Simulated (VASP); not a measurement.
# SnSe (Cmcm) in VASP: single point with PBE

Aim: the single point of SnSe with PBE.

All numbers are computed with VASP 6.6.1; they aren't measurements. Logs are shortened: lines on timing, memory, paths and dates and some standing lists are left out, and cuts for length are marked.

## (1) The cell of the first run

The structure is orthorhombic, space group Cmcm (No. 63). Conventional cell: a = 4.247 Å, b = 11.808 Å, c = 4.229 Å, α = 90.00°, β = 90.00°, γ = 90.00°. Within 3.9 Å of Sn (site symmetry m2m) lie 7 Se at 2.70 to 3.84 Å and 2 Sn at 3.65 Å. Within 3.6 Å of Se (site symmetry m2m) lie 5 Sn at 2.70 to 3.01 Å.

## (2) Single point, PBE

File INCAR:

```
SYSTEM = SnSe
PREC = Accurate
ENCUT = 520
EDIFF = 1E-6
ISMEAR = -1
SIGMA = 0.02
LREAL = .False.
LASPH = .True.
NELM = 80
ALGO = Normal
ISIF = 2
LWAVE = .False.
LCHARG = .False.
GGA = PE
NBANDS = 28
```

File KPOINTS:

```
Automatic mesh
0
Gamma
  6 6 6
  0 0 0
```

File POSCAR:

```
SnSe
1.0
    2.1236688901     -5.9040305021      0.0000000000
    2.1236688901      5.9040305021      0.0000000000
    0.0000000000      0.0000000000      4.2288624990
Sn Se
2 2
Direct
    0.8740995155      0.1259004845      0.2500000000
    0.1259004845      0.8740995155      0.7500000000
    0.6451033442      0.3548966558      0.2500000000
    0.3548966558      0.6451033442      0.7500000000
```

Potentials or basis: VASP PAW PBE potentials, release 64 (Sn_d, Se).

On the command line:

```console
$ cat potpaw_PBE.64/Sn_d/POTCAR potpaw_PBE.64/Se/POTCAR > POTCAR
$ mpirun -np 1 vasp_std > vasp.out
```

OUTCAR:

```text
SYSTEM = SnSe
   PREC = Accurate
   ENCUT = 520
   EDIFF = 1E-6
   ISMEAR = -1
   LREAL = .False.
   LASPH = .True.
   NELM = 80
   ISIF = 2
   GGA = PE

 ion  position               nearest neighbor table
   1  0.874  0.126  0.250-   3 2.70   4 3.01   4 3.01   4 3.01   4 3.01   2 3.65   2 3.65
   2  0.126  0.874  0.750-   4 2.70   3 3.01   3 3.01   3 3.01   3 3.01   1 3.65   1 3.65
   3  0.645  0.355  0.250-   1 2.70   2 3.01   2 3.01   2 3.01   2 3.01
   4  0.355  0.645  0.750-   2 2.70   1 3.01   1 3.01   1 3.01   1 3.01

  LATTYP: Found a base centered orthorhombic cell.
 ALAT       =     4.2473377802
 B/A-ratio  =     2.7801087682
 C/A-ratio  =     0.9956501502

  Lattice vectors:

 A1 = (   2.1236688901,  -5.9040305021,   0.0000000000)
 A2 = (   2.1236688901,   5.9040305021,   0.0000000000)
 A3 = (   0.0000000000,   0.0000000000,   4.2288624990)

Analysis of symmetry for initial positions (statically):
=====================================================================
 Subroutine PRICEL returns:
 Original cell was already a primitive cell.

 Routine SETGRP: Setting up the symmetry group for a
 base centered orthorhombic supercell.

 Subroutine GETGRP returns: Found  8 space group operations
 (whereof  4 operations were pure point group operations)
 out of a pool of  8 trial point group operations.

The static configuration has the point symmetry C_2h.
 The point group associated with its full space group is D_2h.

Analysis of symmetry for dynamics (positions and initial velocities):
=====================================================================
 Subroutine PRICEL returns:
 Original cell was already a primitive cell.

 Routine SETGRP: Setting up the symmetry group for a
 base centered orthorhombic supercell.

 Subroutine GETGRP returns: Found  8 space group operations
 (whereof  4 operations were pure point group operations)
 out of a pool of  8 trial point group operations.

The dynamic configuration has the point symmetry C_2h.
 The point group associated with its full space group is D_2h.

 Subroutine INISYM returns: Found  8 space group operations
 (whereof  4 operations are pure point group operations),
 and found     1 'primitive' translations

----------------------------------------------------------------------------------------

                                     Primitive cell

  volume of cell :     106.0447

  direct lattice vectors                    reciprocal lattice vectors
     2.123668890 -5.904030502  0.000000000     0.235441599 -0.084687909  0.000000000
[... 90 lines left out ...]
   EDIFF  = 0.1E-05   stopping-criterion for ELM
   LREAL  =      F    real-space projection
   EDIFFG = 0.1E-04   stopping-criterion for IOM
   NSW    =      0    number of steps for IOM
   IBRION =     -1    ionic relax: 0-MD 1-quasi-New 2-CG
   NFREE  =      0    steps in history (QN), initial steepest desc. (CG)
   ISIF   =      2    stress and relaxation
   ISYM   =      2    0-nonsym 1-usesym 2-fastsym
   POTIM  = 0.5000    time-step for ionic-motion
   TEBEG  =    0.0;   TEEND  =   0.0 temperature during run
   PSTRESS=    0.0 pullay stress
   NELECT =      40.0000    total number of electrons
   NUPDOWN=      -1.0000    fix difference up-down
   EMIN   =  10.00;   EMAX   =-10.00  energy-range for DOS
   EFERMI =   0.00;   METHOD = LEGACY
   ISMEAR =    -1;   SIGMA  =   0.02  broadening in eV -4-tet -1-fermi 0-gaus
   EFERMI_NEDOS =   21; number of points for ismear=-14 and -15
   IALGO  =     38    algorithm
   IMIX   =      4    mixing-type and parameters
     AMIX     =   0.40;   BMIX     =  1.00
     AMIX_MAG =   1.60;   BMIX_MAG =  1.00
  volume/ion in A,a.u.               =      26.51       178.91
  Fermi-wavevector in a.u.,A,eV,Ry     =   1.182856  2.235274 19.036565  1.399148
  Thomas-Fermi vector in A             =   2.319102
   LORBIT       =      0    0 simple, 1 ext, 2 COOP (PROOUT), +10 PAW based schemes
   GGA     = PE    functional components
   LHFCALC =     F    Hartree Fock is set to
   AEXX    =    0.0000 exact exchange contribution
   IVDW    =     0    specifies the selected vdW correction
   LEPSILON=     F    determine dielectric tensor
   LRPA    =     F    only Hartree local field effects (RPA)
 non-spin polarized calculation
  energy-cutoff  :      520.00
  volume of cell :      106.04
 maximum number of plane-waves:      2896
 NGX is ok and might be reduce to    48
   NGX = 23   NGY = 23   NGZ = 15

 number of electron      40.0000000 magnetization

 Free energy of the ion-electron system (eV)
  ---------------------------------------------------
  ext. energy  EPLUGINS =         0.00000000
  ---------------------------------------------------
  free energy    TOTEN  =       -16.36640461 eV

  energy without entropy =      -16.36632352  energy(sigma->0) =      -16.36636407

 E-fermi :   5.7709     XC(G=0):  -9.7414

 val. band max:        5.6979653167   @ k =   0.5000   0.5000   0.3333
 cond. band min:       5.8294486128   @ k =   0.5000   0.5000   0.0000
 fundamental gap:      0.1314832961
 Fermi energy:         5.7709015323

 k-point     1 :       0.0000    0.0000    0.0000
  band No.  band energies     occupation
      1     -15.8478      2.00000
      2     -15.8449      2.00000
      3     -15.8340      2.00000
      4     -15.8340      2.00000
      5     -15.8194      2.00000
      6     -15.8153      2.00000
[... 733 lines left out ...]
     27      11.6980      0.00000
     28      12.5266      0.00000

 [... further k-points ...]

------------------------ aborting loop because EDIFF is reached ----------------------------------------

  FORCE on cell =-STRESS in cart. coord.  units (eV):
  Direction    XX          YY          ZZ          XY          YZ          ZX
  --------------------------------------------------------------------------------------
  -------------------------------------------------------------------------------------
  Total        1.2262775      1.5818320      1.2999251      0.0000000      0.0000000      0.0000000
  in kB       18.5272261     23.8991241     19.6399315      0.0000000      0.0000000      0.0000000
  external PRESSURE =      20.6887606 kB  Pullay stress =       0.0000000 kB

 VOLUME and BASIS-vectors are now :
 -----------------------------------------------------------------------------
  energy-cutoff  :      520.00
  volume of cell :      106.04
      direct lattice vectors                 reciprocal lattice vectors
     2.123668890 -5.904030502  0.000000000     0.235441599 -0.084687909  0.000000000
     2.123668890  5.904030502  0.000000000     0.235441599  0.084687909  0.000000000
     0.000000000  0.000000000  4.228862499     0.000000000  0.000000000  0.236470209

 POSITION                                       TOTAL-FORCE (eV/Angst)
 -----------------------------------------------------------------------------------
      2.12367     -4.41739      1.05722         0.000000     -0.176205      0.000000
      2.12367      4.41739      3.17165         0.000000      0.176205     -0.000000
      2.12367     -1.71339      1.05722         0.000000      0.211021     -0.000000
      2.12367      1.71339      3.17165         0.000000     -0.211021     -0.000000
 -----------------------------------------------------------------------------------
    total drift:                                0.000000      0.000000     -0.000000

  FREE ENERGIE OF THE ION-ELECTRON SYSTEM (eV)
  ---------------------------------------------------
  free  energy   TOTEN  =       -16.3664046133 eV

  energy  without entropy=      -16.3663235194  energy(sigma->0) =      -16.36636407
```

OSZICAR:

```text
N       E                     dE             d eps       ncg     rms          rms(c)
DAV:   1     0.366880780591E+03    0.36688E+03   -0.19425E+04  2964   0.184E+03
DAV:   2     0.338488463774E+02   -0.33303E+03   -0.32371E+03  2960   0.476E+02
DAV:   3    -0.144297262877E+02   -0.48279E+02   -0.47288E+02  3468   0.155E+02
DAV:   4    -0.167019301593E+02   -0.22722E+01   -0.22602E+01  3376   0.347E+01
DAV:   5    -0.167554795317E+02   -0.53549E-01   -0.53535E-01  3628   0.592E+00    0.452E+00
DAV:   6    -0.163710158595E+02    0.38446E+00   -0.82516E-01  3964   0.513E+00    0.279E+00
DAV:   7    -0.163653494393E+02    0.56664E-02   -0.23348E-01  3684   0.212E+00    0.128E+00
DAV:   8    -0.163664422593E+02   -0.10928E-02   -0.23244E-02  3344   0.113E+00    0.205E-01
DAV:   9    -0.163663057794E+02    0.13648E-03   -0.34884E-03  3572   0.437E-01    0.773E-02
DAV:  10    -0.163663862889E+02   -0.80509E-04   -0.42515E-04  3228   0.111E-01    0.397E-02
DAV:  11    -0.163664057499E+02   -0.19461E-04   -0.81523E-05  3888   0.569E-02    0.886E-03
DAV:  12    -0.163664046685E+02    0.10815E-05   -0.10080E-05  2992   0.177E-02    0.416E-03
DAV:  13    -0.163664046133E+02    0.55167E-07   -0.13315E-06  2016   0.835E-03
   1 F= -.16366405E+02 E0= -.16366364E+02  d E =-.810939E-04
```

stdout:

```text
POSCAR found type information on POSCAR SnSe
 POSCAR found :  2 types and       4 ions
 scaLAPACK will be used
 LDA part: xc-table for (Slater+PW92), standard interpolation
 POSCAR, INCAR and KPOINTS ok, starting setup
 FFT: planning ... GRIDC
 FFT: planning ... GRID_SOFT
 FFT: planning ... GRID
 WAVECAR not read
 entering main loop
```

Wall time 3.8 min (1 thread of Intel Xeon 8259CL, shared host); peak memory 0.33 GiB.

What came out:

```yaml
Free_energy: -16.3664 eV
Pressure: 2.1 GPa
Largest_force: 0.211 eV/Å
Band_gap_on_the_k_mesh: 0.13 eV (least direct gap 0.32 eV)
```

Forces on the atoms (eV/Å):
```
Sn   0.000 -0.176  0.000
Sn   0.000  0.176  0.000
Se   0.000  0.211  0.000
Se   0.000 -0.211  0.000
```

Caveat: spin-orbit coupling is left out, which moves the levels of the heavy elements.
